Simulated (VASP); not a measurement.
Runs of VASP 6.6.1 on TePt. The structure is that of space group P6_3/mmc (No. 194), or close to it. The cells are those of the table. 

```csv
spin,fixed moment (μB),cell,gap on the mesh (eV),pressure (GPa),moment (μB)
off,-,"a = 4.142, b = 4.142, c = 5.430 Å, angles 90.0, 90.0, 120.0°, 4 atoms",none,6.9,-
collinear,0.125,"a = 4.360, b = 4.360, c = 5.716 Å, angles 90.0, 90.0, 120.0°, 4 atoms",-,-12.3,0.12
collinear,0.625,"a = 4.360, b = 4.360, c = 5.716 Å, angles 90.0, 90.0, 120.0°, 4 atoms",-,-12.1,0.62
off,-,"a = 4.083, b = 4.083, c = 5.353 Å, angles 90.0, 90.0, 120.0°, 4 atoms",none,(a),-
off,-,"a = 4.198, b = 4.198, c = 5.504 Å, angles 90.0, 90.0, 120.0°, 4 atoms",none,0.3,-
collinear,0.25,"a = 4.023, b = 4.023, c = 5.275 Å, angles 90.0, 90.0, 120.0°, 4 atoms",-,26.3,0.25
collinear,0.875,"a = 4.307, b = 4.307, c = 5.647 Å, angles 90.0, 90.0, 120.0°, 4 atoms",-,-8.8,0.88
off,-,"a = 4.254, b = 4.254, c = 5.576 Å, angles 90.0, 90.0, 120.0°, 4 atoms",none,-5.0,-
collinear,0.25,"a = 4.142, b = 4.142, c = 5.430 Å, angles 90.0, 90.0, 120.0°, 4 atoms",-,7.0,0.25
collinear,0.125,"a = 4.254, b = 4.254, c = 5.576 Å, angles 90.0, 90.0, 120.0°, 4 atoms",-,-5.0,0.12
off,-,"a = 4.023, b = 4.023, c = 5.275 Å, angles 90.0, 90.0, 120.0°, 4 atoms",none,(b),-
off,-,"a = 4.360, b = 4.360, c = 5.716 Å, angles 90.0, 90.0, 120.0°, 4 atoms",none,-12.3,-
```

Alike in all rows: task single point; level LDA; potentials or basis VASP PAW LDA potentials, release 64 (Te, Pt); k mesh 12 × 12 × 8; cutoff (eV) 520; smearing gaussian 0.15 eV.

Question: Estimate the missing entries.

Answer: (a) 15.4; (b) 26.2.

Caveats: spin-orbit coupling is left out, which moves the levels of the heavy elements; the cell stands under tension (at least some runs); the total moment is fixed, so each spin has its own Fermi level and the state may be an excited one (at least some runs); the cell stands under pressure (at least some runs).

A k mesh can miss the band edges, and the runs leave out spin-orbit coupling on Pt, Te.

A gap of «none» marks levels without a gap at the run's occupations.
